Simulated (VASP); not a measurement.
Input of a VASP 6.6.1 run:

File INCAR:

```
ALGO = Normal
EDIFF = 1E-6
ENCUT = 520
GGA = RP
ISIF = 2
ISMEAR = -1
LASPH = T
LCHARG = F
LREAL = F
LWAVE = F
NBANDS = 19
NELM = 60
PREC = Accurate
SIGMA = 0.1
```

Contents of KPOINTS:

```
k-points
0
Gamma
  20 20 11
```

The input POSCAR:

```
Ti
1.0
    2.8438857970      0.0000000000      0.0000000000
   -1.4219428985      2.4628773456      0.0000000000
    0.0000000000      0.0000000000      4.5045095243
Ti
2
Direct
    0.3333333333      0.6666666667      0.2500000000
    0.6666666667      0.3333333333      0.7500000000
```

Potentials or basis: VASP PAW PBE potentials, release 64 (Ti_sv).

Run with:

```console
$ cat potpaw_PBE.64/Ti_sv/POTCAR > POTCAR
$ mpirun -np 1 vasp_std > vasp.out
```

(1) Predict the band gap on the k mesh.

(2) Estimate the pressure.

Results:

(1) zero (band 12 reaches 10.37 eV, above the bottom of band 13 at 9.22 eV).

(2) 16.3 GPa.

Caveat: the PAW data sets were made with another functional, which shifts forces and pressure a little.
